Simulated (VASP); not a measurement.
# CdF2 in VASP: notebook

CdF2 is run at these levels: PBEsol; tasks: single point.

All numbers are computed with VASP 6.6.1; they aren't measurements. Logs are shortened: lines on timing, memory, paths and dates and some standing lists are left out, and cuts for length are marked.

## 1. The cell of the first run

The structure is trigonal, space group R3m (No. 160). The conventional cell has a = 3.664 Å, b = 3.664 Å, c = 10.654 Å, α = 90.00°, β = 90.00°, γ = 120.00°. Within 2.9 Å of Cd (site symmetry 3m) lie 7 F at 2.20 to 2.59 Å. Within 3.1 Å of F (site symmetry 3m) lie 4 Cd at 2.32 to 2.59 Å and 6 F at 2.64 to 2.89 Å. F (site symmetry 3m) has 3 Cd at 2.20 Å and 6 F at 2.64 to 2.89 Å within 2.9 Å.

## 2. Single point, PBEsol (strained and its atoms moved)

INCAR

```
SYSTEM = CdF2
  PREC = Accurate
  ENCUT = 520
  EDIFF = 1E-6
  ISMEAR = 0
  SIGMA = 0.02
  LREAL = .False.
  LASPH = .True.
  NELM = 100
  ALGO = Normal
  ISIF = 2
  LWAVE = .False.
  LCHARG = .False.
  GGA = PS
  NBANDS = 20
```

KPOINTS

```
Automatic mesh
0
Gamma
  8 8 8
  0 0 0
```

POSCAR

```
CdF2
1.0
   -0.3232800000      2.9137765200      2.9137765200
    2.5904965200      0.0000000000      2.5904965200
    2.5904965200      2.5904965200      0.0000000000
Cd F
1 2
Direct
   -0.0319580289      0.0106526763      0.0106526763
    0.2379771429      0.2540076190      0.2540076190
    0.7939808860      0.7353397047      0.7353397047
```

Potentials or basis: VASP PAW PBE potentials, release 64 (Cd, F).

Command:

```bash
$ cat potpaw_PBE.64/Cd/POTCAR potpaw_PBE.64/F/POTCAR > POTCAR
$ mpirun -np 1 vasp_std > vasp.out
```

OUTCAR:

```text
SYSTEM = CdF2
   PREC = Accurate
   ENCUT = 520
   EDIFF = 1E-6
   ISMEAR = 0
   LREAL = .False.
   LASPH = .True.
   NELM = 100
   ISIF = 2
   GGA = PS

 ion  position               nearest neighbor table
   1  0.968  0.011  0.011-   3 2.20   3 2.20   3 2.20   2 2.32   2 2.32   2 2.32   2 2.59
   2  0.238  0.254  0.254-   1 2.32   1 2.32   1 2.32   1 2.59
   3  0.794  0.735  0.735-   1 2.20   1 2.20   1 2.20

  LATTYP: Found a trigonal (rhomboedric) cell.
 ALAT       =     4.1333639055
 COS(alpha) =     0.6072115209

  Lattice vectors:

 A1 = (  -2.9137765200,   2.9137765200,   0.3232800000)
 A2 = (  -2.9137765200,   0.3232800000,   2.9137765200)
 A3 = (  -0.3232800000,   2.9137765200,   2.9137765200)

Analysis of symmetry for initial positions (statically):
=====================================================================
 Subroutine PRICEL returns:
 Original cell was already a primitive cell.

 Routine SETGRP: Setting up the symmetry group for a
 trigonal (rhombohedral) supercell.

 Subroutine GETGRP returns: Found  6 space group operations
 (whereof  6 operations were pure point group operations)
 out of a pool of 12 trial point group operations.

The static configuration has the point symmetry C_3v.

Analysis of symmetry for dynamics (positions and initial velocities):
=====================================================================
 Subroutine PRICEL returns:
 Original cell was already a primitive cell.

 Routine SETGRP: Setting up the symmetry group for a
 trigonal (rhombohedral) supercell.

 Subroutine GETGRP returns: Found  6 space group operations
 (whereof  6 operations were pure point group operations)
 out of a pool of 12 trial point group operations.

The dynamic configuration has the point symmetry C_3v.

 Subroutine INISYM returns: Found  6 space group operations
 (whereof  6 operations are pure point group operations),
 and found     1 'primitive' translations

----------------------------------------------------------------------------------------

                                     Primitive cell

  volume of cell :      41.2762

  direct lattice vectors                    reciprocal lattice vectors
    -0.323280000  2.913776520  2.913776520    -0.162579604  0.162579604  0.162579604
     2.590496520  0.000000000  2.590496520     0.182868662 -0.182868662  0.203157720
     2.590496520  2.590496520  0.000000000     0.182868662  0.203157720 -0.182868662

  length of vectors
     4.133363906  3.663515312  3.663515312     0.281596134  0.328869206  0.328869206

  position of ions in fractional coordinates (direct lattice)
     0.968041971  0.010652676  0.010652676
     0.237977143  0.254007619  0.254007619
     0.793980886  0.735339705  0.735339705

  ion indices of the primitive-cell ions
   primitive index   ion index
                 1           1
                 2           2
                 3           3

----------------------------------------------------------------------------------------

 KPOINTS: Automatic mesh

Automatic generation of k-mesh.
 Grid dimensions read from file:
 generate k-points for:    8    8    8

 Generating k-lattice:

  Cartesian coordinates                     Fractional coordinates (reciprocal lattice)
    -0.020322451  0.020322451  0.020322451     0.125000000  0.000000000  0.000000000
     0.022858583 -0.022858583  0.025394715     0.000000000  0.125000000  0.000000000
     0.022858583  0.025394715 -0.022858583     0.000000000  0.000000000  0.125000000

  Length of vectors
     0.035199517  0.041108651  0.041108651

  Shift w.r.t. Gamma in fractional coordinates (k-lattice)
     0.000000000  0.000000000  0.000000000

 Subroutine IBZKPT returns following result:
 ===========================================

 Found     65 irreducible k-points:

 Following reciprocal coordinates:
            Coordinates               Weight
  0.000000  0.000000  0.000000      1.000000
  0.125000  0.000000  0.000000      2.000000
  0.250000  0.000000  0.000000      2.000000
  0.375000  0.000000  0.000000      2.000000
  0.500000  0.000000  0.000000      1.000000
 -0.000000  0.125000  0.000000      6.000000
[... 16 lines left out ...]
  0.125000  0.375000  0.000000      6.000000
  0.250000  0.375000  0.000000      6.000000
 [... further k-points ...]
   k-points           NKPTS =     65   k-points in BZ     NKDIM =     65   number of bands    NBANDS=     20
   number of dos      NEDOS =    301   number of ions     NIONS =      3
   total plane-waves  NPLWV =  25088
   dimension x,y,z NGX =    32 NGY =   28 NGZ =   28
   dimension x,y,z NGXF=    64 NGYF=   56 NGZF=   56
   ions per type =               1   2
   NGX,Y,Z   is equivalent  to a cutoff of  12.87, 12.71, 12.71 a.u.
   NGXF,Y,Z  is equivalent  to a cutoff of  25.74, 25.41, 25.41 a.u.
 SYSTEM =  CdF2
   PREC   = accura    normal or accurate (medium, high low for compatibility)
   ISTART =      0    job   : 0-new  1-cont  2-samecut
   ICHARG =      2    charge: 1-file 2-atom 10-const
   ISPIN  =      1    spin polarized calculation?
   LNONCOLLINEAR =      F non collinear calculations
   LSORBIT =      F    spin-orbit coupling
   LASPH  =      T    aspherical Exc in radial PAW
   ENCUT  =  520.0 eV  38.22 Ry    6.18 a.u.   7.69  6.81  6.81*2*pi/ulx,y,z
   NELM   =    100;   NELMIN=  2; NELMDL= -5     # of ELM steps
   EDIFF  = 0.1E-05   stopping-criterion for ELM
   LREAL  =      F    real-space projection
   EDIFFG = 0.1E-04   stopping-criterion for IOM
   NSW    =      0    number of steps for IOM
   IBRION =     -1    ionic relax: 0-MD 1-quasi-New 2-CG
   NFREE  =      0    steps in history (QN), initial steepest desc. (CG)
   ISIF   =      2    stress and relaxation
   ISYM   =      2    0-nonsym 1-usesym 2-fastsym
   POTIM  = 0.5000    time-step for ionic-motion
   TEBEG  =    0.0;   TEEND  =   0.0 temperature during run
   PSTRESS=    0.0 pullay stress
   NELECT =      26.0000    total number of electrons
   NUPDOWN=      -1.0000    fix difference up-down
   EMIN   =  10.00;   EMAX   =-10.00  energy-range for DOS
   EFERMI =   0.00;   METHOD = LEGACY
   ISMEAR =     0;   SIGMA  =   0.02  broadening in eV -4-tet -1-fermi 0-gaus
   EFERMI_NEDOS =   21; number of points for ismear=-14 and -15
   IALGO  =     38    algorithm
   IMIX   =      4    mixing-type and parameters
     AMIX     =   0.40;   BMIX     =  1.00
     AMIX_MAG =   1.60;   BMIX_MAG =  1.00
  volume/ion in A,a.u.               =      13.76        92.85
  Fermi-wavevector in a.u.,A,eV,Ry     =   1.403350  2.651947 26.795189  1.969391
  Thomas-Fermi vector in A             =   2.526021
   LORBIT       =      0    0 simple, 1 ext, 2 COOP (PROOUT), +10 PAW based schemes
   GGA     = PS    functional components
   LHFCALC =     F    Hartree Fock is set to
   AEXX    =    0.0000 exact exchange contribution
   IVDW    =     0    specifies the selected vdW correction
   LEPSILON=     F    determine dielectric tensor
   LRPA    =     F    only Hartree local field effects (RPA)
 non-spin polarized calculation
 Gauss-broadening in eV      SIGMA  =   0.02
  energy-cutoff  :      520.00
  volume of cell :       41.28
 maximum number of plane-waves:      1126
   NGX = 15   NGY = 13   NGZ = 13

 number of electron      26.0000008 magnetization

 Free energy of the ion-electron system (eV)
  ---------------------------------------------------
  ext. energy  EPLUGINS =         0.00000000
  ---------------------------------------------------
  free energy    TOTEN  =       -11.41997747 eV

  energy without entropy =      -11.41997747  energy(sigma->0) =      -11.41997747

 E-fermi :  -1.5819     XC(G=0): -10.3447

 val. band max:       -1.7498111028   @ k =   0.5000   0.5000   0.0000
 cond. band min:       1.1621599984   @ k =   0.0000   0.0000   0.0000
 fundamental gap:      2.9119711012
 Fermi energy:        -1.5819134798

 k-point     1 :       0.0000    0.0000    0.0000
  band No.  band energies     occupation
      1     -22.5109      2.00000
      2     -21.3823      2.00000
      3      -7.5855      2.00000
      4      -7.5855      2.00000
      5      -7.0994      2.00000
      6      -6.2197      2.00000
[... 12 lines left out ...]
     19      17.7227      0.00000
     20      17.7227      0.00000

 k-point     2 :       0.1250    0.0000    0.0000
  band No.  band energies     occupation
      1     -22.4833      2.00000
      2     -21.4096      2.00000
      3      -7.5674      2.00000
      4      -7.5674      2.00000
      5      -6.9999      2.00000
      6      -6.2174      2.00000
[... 12 lines left out ...]
     19      17.5839      0.00000
     20      17.5839      0.00000

 k-point     3 :       0.2500    0.0000    0.0000
  band No.  band energies     occupation
      1     -22.4103      2.00000
      2     -21.4811      2.00000
      3      -7.5245      2.00000
      4      -7.5245      2.00000
      5      -6.7324      2.00000
      6      -6.2071      2.00000
[... 12 lines left out ...]
     19      17.2897      0.00000
     20      17.2897      0.00000

 k-point     4 :       0.3750    0.0000    0.0000
  band No.  band energies     occupation
      1     -22.3251      2.00000
      2     -21.5646      2.00000
      3      -7.4835      2.00000
      4      -7.4835      2.00000
      5      -6.4039      2.00000
      6      -6.1891      2.00000
[... 12 lines left out ...]
     19      17.0216      0.00000
     20      17.0216      0.00000

 k-point     5 :       0.5000    0.0000    0.0000
  band No.  band energies     occupation
      1     -22.2849      2.00000
      2     -21.6053      2.00000
      3      -7.4673      2.00000
      4      -7.4673      2.00000
      5      -6.2363      2.00000
      6      -6.1790      2.00000
[... 12 lines left out ...]
     19      16.9093      0.00000
     20      16.9093      0.00000
[... 353 lines left out ...]
      6      -6.3007      2.00000
[... 12 lines left out ...]
     19      16.3508      0.00000
     20      17.3632      0.00000

 k-point    22 :      -0.0000    0.3750    0.0000
  band No.  band energies     occupation
      1     -22.2164      2.00000
      2     -21.6118      2.00000
      3      -7.0963      2.00000
      4      -7.0638      2.00000
      5      -6.3528      2.00000
      6      -6.2076      2.00000
[... 12 lines left out ...]
     19      16.3213      0.00000
     20      16.3925      0.00000

 k-point    23 :       0.1250    0.3750    0.0000
  band No.  band energies     occupation
      1     -22.2322      2.00000
      2     -21.5942      2.00000
      3      -7.0870      2.00000
      4      -7.0377      2.00000
      5      -6.4680      2.00000
      6      -6.2122      2.00000
[... 12 lines left out ...]
     19      16.9096      0.00000
     20      17.0017      0.00000

 k-point    24 :       0.2500    0.3750    0.0000
  band No.  band energies     occupation
      1     -22.2283      2.00000
      2     -21.5905      2.00000
      3      -7.0263      2.00000
      4      -7.0190      2.00000
      5      -6.5923      2.00000
      6      -6.1813      2.00000
[... 12 lines left out ...]
     19      17.2459      0.00000
     20      17.7135      0.00000

 [... further k-points ...]

------------------------ aborting loop because EDIFF is reached ----------------------------------------

  FORCE on cell =-STRESS in cart. coord.  units (eV):
  Direction    XX          YY          ZZ          XY          YZ          ZX
  --------------------------------------------------------------------------------------
  -------------------------------------------------------------------------------------
  Total        0.4373133      0.4373133      0.4373133      0.4707506     -0.4707506      0.4707506
  in kB       16.9747460     16.9747460     16.9747460     18.2726481    -18.2726481     18.2726481
  external PRESSURE =      16.9747460 kB  Pullay stress =       0.0000000 kB

 VOLUME and BASIS-vectors are now :
 -----------------------------------------------------------------------------
  energy-cutoff  :      520.00
  volume of cell :       41.28
      direct lattice vectors                 reciprocal lattice vectors
    -0.323280000  2.913776520  2.913776520    -0.162579604  0.162579604  0.162579604
     2.590496520  0.000000000  2.590496520     0.182868662 -0.182868662  0.203157720
     2.590496520  2.590496520  0.000000000     0.182868662  0.203157720 -0.182868662

 POSITION                                       TOTAL-FORCE (eV/Angst)
 -----------------------------------------------------------------------------------
     -0.25776      2.84825      2.84825        -0.166755      0.166755      0.166755
      1.23908      1.35142      1.35142        -0.257371      0.257371      0.257371
      3.55311      4.21838      4.21838         0.424126     -0.424126     -0.424126
 -----------------------------------------------------------------------------------
    total drift:                               -0.000454      0.000526      0.000526

  FREE ENERGIE OF THE ION-ELECTRON SYSTEM (eV)
  ---------------------------------------------------
  free  energy   TOTEN  =       -11.4199774721 eV

  energy  without entropy=      -11.4199774721  energy(sigma->0) =      -11.41997747
```

Run time: 37 s. Hardware: 1 thread of Intel Xeon Platinum 8259CL at 2.50GHz (Skylake/Cascade Lake), shared host; peak memory 0.19 GiB.

What came out:

```yaml
Free_energy: -11.4200 eV
Pressure: 1.7 GPa
Largest_force: 0.735 eV/Å
Band_gap_on_the_k_mesh: 2.91 eV, indirect (least direct gap 3.17 eV)
```

Forces on the atoms (eV/Å):
```
Cd  -0.167  0.167  0.167
F   -0.257  0.257  0.257
F    0.424 -0.424 -0.424
```

Stress tensor (GPa, compression positive):
```
 1.70  1.83  1.83
 1.83  1.70 -1.83
 1.83 -1.83  1.70
```

Levels at points of the mesh, in eV from the valence-band top:
| k point | band 9 | band 10 | band 11 | band 12 | band 13 | band 14 | band 15 | band 16 | band 17 | band 18 |
| --- | --- | --- | --- | --- | --- | --- | --- | --- | --- | --- |
| (0.00, 0.00, 0.00) | -1.20 | -1.20 | -0.69 | -0.25 | -0.25 | 2.91 | 10.64 | 13.51 | 13.51 | 16.47 |
| (0.50, 0.00, 0.00) | -2.03 | -1.60 | -1.60 | -0.17 | -0.17 | 5.98 | 7.90 | 14.73 | 14.73 | 18.21 |
| (0.00, 0.50, 0.00) | -2.29 | -2.28 | -1.50 | -0.77 | -0.21 | 7.20 | 9.08 | 12.45 | 15.31 | 16.69 |
| (0.50, 0.50, 0.00) | -2.80 | -2.70 | -0.61 | -0.36 | 0.00 | 7.79 | 9.13 | 11.39 | 13.01 | 14.88 |

Caveat: the cell differs from its parent crystal (strained and its atoms moved); the PAW data sets were made with another functional, which shifts forces and pressure a little.

(Part 1 of 2 ends here.)
